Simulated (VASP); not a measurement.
# InTe3Mo (Pm-3m) in VASP: single point with PBE

Aim: the single point of InTe3Mo with PBE.

All numbers are computed with VASP 6.6.1; they aren't measurements. Logs are shortened: lines on timing, memory, paths and dates and some standing lists are left out, and cuts for length are marked.

## Step 1: The cell of the first run

Symmetry: Pm-3m, No. 221, cubic system. Conventional cell: a = 5.636 Å, b = 5.636 Å, c = 5.636 Å, α = 90.00°, β = 90.00°, γ = 90.00°. Within 3.7 Å of In (site symmetry m-3m) lie 6 Te at 2.82 Å. Within 3.7 Å of Te (site symmetry 4/mmm) lie 2 In at 2.82 Å. Within 5.2 Å of Mo (site symmetry m-3m) lie 12 Te at 3.99 Å and 8 In at 4.88 Å.

The cell was built from a structure type or drawn by symmetry, and may not be a known phase.

## Step 2: Single point, PBE, collinear spin

Contents of INCAR:

```
SYSTEM = InTe3Mo
  ALGO = Normal
  EDIFF = 1E-6
  ENCUT = 500
  GGA = PE
  GGA_COMPAT = .FALSE.
  ISIF = 2
  ISMEAR = 0
  ISPIN = 2
  LASPH = .TRUE.
  LCHARG = .FALSE.
  LMAXMIX = 4
  LORBIT = 11
  LREAL = .FALSE.
  LWAVE = .FALSE.
  MAGMOM = 0 -0.29 -0.29 -0.29 4.59
  NBANDS = 34
  NELM = 200
  PREC = Accurate
  SIGMA = 0.1
```

Contents of KPOINTS:

```
k-points
0
G
  8 8 8
  0 0 0
```

Contents of POSCAR:

```
InTe3Mo
1.0
    5.6359677161      0.0000000000      0.0000000000
    0.0000000000      5.6359677161      0.0000000000
    0.0000000000      0.0000000000      5.6359677161
In Te Mo
1 3 1
Direct
    0.5000000000      0.5000000000      0.5000000000
    0.0000000000      0.5000000000      0.5000000000
    0.5000000000      0.0000000000      0.5000000000
    0.5000000000      0.5000000000      0.0000000000
    0.0000000000      0.0000000000      0.0000000000
```

Potentials or basis: VASP PAW PBE potentials, release 64 (In_d, Te, Mo_sv).

Started as:

```console
$ cat potpaw_PBE.64/In_d/POTCAR potpaw_PBE.64/Te/POTCAR potpaw_PBE.64/Mo_sv/POTCAR > POTCAR
$ mpirun -np 1 vasp_std > vasp.out
```

OUTCAR:

```text
SYSTEM = InTe3Mo
   EDIFF = 1E-6
   ENCUT = 500
   GGA = PE
   ISIF = 2
   ISMEAR = 0
   ISPIN = 2
   LASPH = .TRUE.
   LORBIT = 11
   LREAL = .FALSE.
   NELM = 200
   PREC = Accurate

 ion  position               nearest neighbor table
   1  0.500  0.500  0.500-   2 2.82   3 2.82   4 2.82   4 2.82   3 2.82   2 2.82
   2  0.000  0.500  0.500-   1 2.82   1 2.82
   3  0.500  0.000  0.500-   1 2.82   1 2.82
   4  0.500  0.500  0.000-   1 2.82   1 2.82
   5  0.000  0.000  0.000-

  LATTYP: Found a simple cubic cell.
 ALAT       =     5.6359677161

  Lattice vectors:

 A1 = (   5.6359677161,   0.0000000000,   0.0000000000)
 A2 = (   0.0000000000,   5.6359677161,   0.0000000000)
 A3 = (   0.0000000000,   0.0000000000,   5.6359677161)

Analysis of symmetry for initial positions (statically):
=====================================================================
 Subroutine PRICEL returns:
 Original cell was already a primitive cell.

 Routine SETGRP: Setting up the symmetry group for a
 simple cubic supercell.

 Subroutine GETGRP returns: Found 48 space group operations
 (whereof 48 operations were pure point group operations)
 out of a pool of 48 trial point group operations.

The static configuration has the point symmetry O_h .

Analysis of symmetry for dynamics (positions and initial velocities):
=====================================================================
 Subroutine PRICEL returns:
 Original cell was already a primitive cell.

 Routine SETGRP: Setting up the symmetry group for a
 simple cubic supercell.

 Subroutine GETGRP returns: Found 48 space group operations
 (whereof 48 operations were pure point group operations)
 out of a pool of 48 trial point group operations.

The dynamic configuration has the point symmetry O_h .

Analysis of structural, dynamic, and magnetic symmetry:
=====================================================================
 Subroutine PRICEL returns:
 Original cell was already a primitive cell.

 Routine SETGRP: Setting up the symmetry group for a
 simple cubic supercell.

 Subroutine GETGRP returns: Found 48 space group operations
 (whereof 48 operations were pure point group operations)
 out of a pool of 48 trial point group operations.

The overall configuration has the point symmetry O_h .

 Subroutine INISYM returns: Found 48 space group operations
 (whereof 48 operations are pure point group operations),
 and found     1 'primitive' translations

----------------------------------------------------------------------------------------

                                     Primitive cell

  volume of cell :     179.0216

  direct lattice vectors                    reciprocal lattice vectors
     5.635967716  0.000000000  0.000000000     0.177431818  0.000000000  0.000000000
     0.000000000  5.635967716  0.000000000     0.000000000  0.177431818  0.000000000
     0.000000000  0.000000000  5.635967716     0.000000000  0.000000000  0.177431818

  length of vectors
     5.635967716  5.635967716  5.635967716     0.177431818  0.177431818  0.177431818

  position of ions in fractional coordinates (direct lattice)
     0.500000000  0.500000000  0.500000000
     0.000000000  0.500000000  0.500000000
     0.500000000  0.000000000  0.500000000
     0.500000000  0.500000000  0.000000000
     0.000000000  0.000000000  0.000000000

  ion indices of the primitive-cell ions
   primitive index   ion index
                 1           1
                 2           2
                 3           3
                 4           4
                 5           5

----------------------------------------------------------------------------------------

 KPOINTS: k-points

Automatic generation of k-mesh.
 Grid dimensions read from file:
 generate k-points for:    8    8    8

 Generating k-lattice:

  Cartesian coordinates                     Fractional coordinates (reciprocal lattice)
     0.022178977  0.000000000  0.000000000     0.125000000  0.000000000  0.000000000
     0.000000000  0.022178977  0.000000000     0.000000000  0.125000000  0.000000000
     0.000000000  0.000000000  0.022178977     0.000000000  0.000000000  0.125000000

  Length of vectors
     0.022178977  0.022178977  0.022178977

  Shift w.r.t. Gamma in fractional coordinates (k-lattice)
     0.000000000  0.000000000  0.000000000

 Subroutine IBZKPT returns following result:
 ===========================================

 Found     35 irreducible k-points:

 Following reciprocal coordinates:
            Coordinates               Weight
  0.000000  0.000000  0.000000      1.000000
  0.125000  0.000000  0.000000      6.000000
  0.250000  0.000000  0.000000      6.000000
  0.375000  0.000000  0.000000      6.000000
  0.500000  0.000000  0.000000      3.000000
  0.125000  0.125000  0.000000     12.000000
[... 16 lines left out ...]
  0.375000  0.375000  0.125000     24.000000
  0.500000  0.375000  0.125000     24.000000
 [... further k-points ...]
   k-points           NKPTS =     35   k-points in BZ     NKDIM =     35   number of bands    NBANDS=     34
   number of dos      NEDOS =    301   number of ions     NIONS =      5
   total plane-waves  NPLWV =  74088
   dimension x,y,z NGX =    42 NGY =   42 NGZ =   42
   dimension x,y,z NGXF=    84 NGYF=   84 NGZF=   84
   ions per type =               1   3   1
   NGX,Y,Z   is equivalent  to a cutoff of  12.39, 12.39, 12.39 a.u.
   NGXF,Y,Z  is equivalent  to a cutoff of  24.78, 24.78, 24.78 a.u.
 SYSTEM =  InTe3Mo
   PREC   = accura    normal or accurate (medium, high low for compatibility)
   ISTART =      0    job   : 0-new  1-cont  2-samecut
   ICHARG =      2    charge: 1-file 2-atom 10-const
   ISPIN  =      2    spin polarized calculation?
   LNONCOLLINEAR =      F non collinear calculations
   LSORBIT =      F    spin-orbit coupling
   LASPH  =      T    aspherical Exc in radial PAW
   ENCUT  =  500.0 eV  36.75 Ry    6.06 a.u.  10.28 10.28 10.28*2*pi/ulx,y,z
   NELM   =    200;   NELMIN=  2; NELMDL= -5     # of ELM steps
   EDIFF  = 0.1E-05   stopping-criterion for ELM
   LREAL  =      F    real-space projection
   EDIFFG = 0.1E-04   stopping-criterion for IOM
   NSW    =      0    number of steps for IOM
   IBRION =     -1    ionic relax: 0-MD 1-quasi-New 2-CG
   NFREE  =      0    steps in history (QN), initial steepest desc. (CG)
   ISIF   =      2    stress and relaxation
   ISYM   =      2    0-nonsym 1-usesym 2-fastsym
   POTIM  = 0.5000    time-step for ionic-motion
   TEBEG  =    0.0;   TEEND  =   0.0 temperature during run
   PSTRESS=    0.0 pullay stress
   NELECT =      45.0000    total number of electrons
   NUPDOWN=      -1.0000    fix difference up-down
   EMIN   =  10.00;   EMAX   =-10.00  energy-range for DOS
   EFERMI =   0.00;   METHOD = LEGACY
   ISMEAR =     0;   SIGMA  =   0.10  broadening in eV -4-tet -1-fermi 0-gaus
   EFERMI_NEDOS =   21; number of points for ismear=-14 and -15
   IALGO  =     38    algorithm
   IMIX   =      4    mixing-type and parameters
     AMIX     =   0.40;   BMIX     =  1.00
     AMIX_MAG =   1.60;   BMIX_MAG =  1.00
  volume/ion in A,a.u.               =      35.80       241.62
  Fermi-wavevector in a.u.,A,eV,Ry     =   1.033183  1.952432 14.523766  1.067467
  Thomas-Fermi vector in A             =   2.167417
   LORBIT       =     11    0 simple, 1 ext, 2 COOP (PROOUT), +10 PAW based schemes
   GGA     = PE    functional components
   LHFCALC =     F    Hartree Fock is set to
   AEXX    =    0.0000 exact exchange contribution
   IVDW    =     0    specifies the selected vdW correction
   LEPSILON=     F    determine dielectric tensor
   LRPA    =     F    only Hartree local field effects (RPA)
 spin polarized calculation
 Gauss-broadening in eV      SIGMA  =   0.10
  energy-cutoff  :      500.00
  volume of cell :      179.02
 maximum number of plane-waves:      4632
 NGX is ok and might be reduce to    42
   NGX = 21   NGY = 21   NGZ = 21

 number of electron      45.0000007 magnetization       3.4849530

 Free energy of the ion-electron system (eV)
  ---------------------------------------------------
  ext. energy  EPLUGINS =         0.00000000
  ---------------------------------------------------
  free energy    TOTEN  =       -17.13452428 eV

  energy without entropy =      -17.11027920  energy(sigma->0) =      -17.12240174

 E-fermi :   4.3589     XC(G=0):  -8.7815

 val. band max:        4.3580160151   @ k =   0.3750   0.0000   0.0000
 cond. band min:       4.3688110605   @ k =   0.3750   0.3750   0.1250
 fundamental gap:      0.0107950455
 Fermi energy:         4.3589045093

 spin component 1

 k-point     1 :       0.0000    0.0000    0.0000
  band No.  band energies     occupation
      1     -57.3691      1.00000
      2     -31.5835      1.00000
      3     -31.5835      1.00000
      4     -31.5835      1.00000
      5     -10.3577      1.00000
      6     -10.3577      1.00000
[... 877 lines left out ...]
     33       9.5503      0.00000
     34      11.2785      0.00000

 [... further k-points ...]

 spin component 2

 k-point     1 :       0.0000    0.0000    0.0000
  band No.  band energies     occupation
      1     -54.9063      1.00000
      2     -28.8468      1.00000
      3     -28.8468      1.00000
      4     -28.8468      1.00000
      5     -10.3665      1.00000
      6     -10.3665      1.00000
[... 877 lines left out ...]
     33      10.2670      0.00000
     34      11.2787      0.00000

 [... further k-points ...]

------------------------ aborting loop because EDIFF is reached ----------------------------------------

  FORCE on cell =-STRESS in cart. coord.  units (eV):
  Direction    XX          YY          ZZ          XY          YZ          ZX
  --------------------------------------------------------------------------------------
  -------------------------------------------------------------------------------------
  Total       -0.0124043     -0.0124043     -0.0124043      0.0000000     -0.0000000      0.0000000
  in kB       -0.1110139     -0.1110139     -0.1110139      0.0000000     -0.0000000      0.0000000
  external PRESSURE =      -0.1110139 kB  Pullay stress =       0.0000000 kB

 VOLUME and BASIS-vectors are now :
 -----------------------------------------------------------------------------
  energy-cutoff  :      500.00
  volume of cell :      179.02
      direct lattice vectors                 reciprocal lattice vectors
     5.635967716  0.000000000  0.000000000     0.177431818  0.000000000  0.000000000
     0.000000000  5.635967716  0.000000000     0.000000000  0.177431818  0.000000000
     0.000000000  0.000000000  5.635967716     0.000000000  0.000000000  0.177431818

 POSITION                                       TOTAL-FORCE (eV/Angst)
 -----------------------------------------------------------------------------------
      2.81798      2.81798      2.81798         0.000000      0.000000      0.000000
      0.00000      2.81798      2.81798         0.000000      0.000000      0.000000
      2.81798      0.00000      2.81798         0.000000      0.000000      0.000000
      2.81798      2.81798      0.00000         0.000000      0.000000      0.000000
      0.00000      0.00000      0.00000         0.000000      0.000000      0.000000
 -----------------------------------------------------------------------------------
    total drift:                                0.000000     -0.000000     -0.000000

  FREE ENERGIE OF THE ION-ELECTRON SYSTEM (eV)
  ---------------------------------------------------
  free  energy   TOTEN  =       -17.1345242824 eV

  energy  without entropy=      -17.1102791994  energy(sigma->0) =      -17.12240174

 total charge

# of ion       s       p       d       tot
------------------------------------------
    1        0.869   0.683   9.925  11.477
    2        1.400   1.914   0.022   3.336
    3        1.400   1.914   0.022   3.336
    4        1.400   1.914   0.022   3.336
    5        2.123   5.973   3.866  11.962
--------------------------------------------------
tot          7.192  12.399  13.857  33.448

 magnetization (x)

# of ion       s       p       d       tot
------------------------------------------
    1        0.009   0.008  -0.005   0.012
    2       -0.002  -0.221   0.001  -0.222
    3       -0.002  -0.221   0.001  -0.222
    4       -0.002  -0.221   0.001  -0.222
    5        0.076   0.024   3.664   3.764
--------------------------------------------------
tot          0.078  -0.631   3.663   3.110
```

It took 3.2 min on 1 thread of Intel Xeon 6975P-C (Granite Rapids), shared host; peak memory 0.51 GiB.

Results:

```yaml
Free_energy: -17.1345 eV
Pressure: 0.0 GPa
Net_moment: 3.48 μB per cell
Site_moments: In +0.01; Te -0.22; Mo +3.76 μB
Valence_electrons_inside_the_program's_atomic_spheres: In 11.48; Te 3.34; Mo 11.96
```

Levels at points of the mesh, in eV from the Fermi level:
Spin up:
```csv
k point,band 21,band 22,band 23,band 24,band 25,band 26,band 27,band 28
"(0.00, 0.00, 0.00)",-1.08,-0.53,-0.53,-0.53,-0.36,-0.36,-0.36,0.03
"(0.50, 0.00, 0.00)",-1.31,-1.07,-1.01,0.05,0.27,0.27,1.44,1.83
"(0.50, 0.50, 0.00)",-1.01,-0.97,-0.04,-0.04,0.04,0.94,1.51,3.27
"(0.50, 0.50, 0.50)",-0.98,-0.52,0.07,0.07,0.77,0.77,0.77,3.07
```
Spin down:
```tsv
k point	band 18	band 19	band 20	band 21	band 22	band 23	band 24	band 25
(0.00, 0.00, 0.00)	-0.85	-0.85	-0.53	-0.53	-0.53	1.44	1.58	1.58
(0.50, 0.00, 0.00)	-1.53	-1.44	-0.75	-0.75	1.70	1.81	1.87	2.28
(0.50, 0.50, 0.00)	-1.60	-1.60	-0.13	0.28	1.70	1.83	2.25	2.29
(0.50, 0.50, 0.50)	-0.10	0.43	0.43	0.43	1.04	1.78	1.78	1.78
```

Caveat: spin-orbit coupling is left out, which moves the levels of the heavy elements.
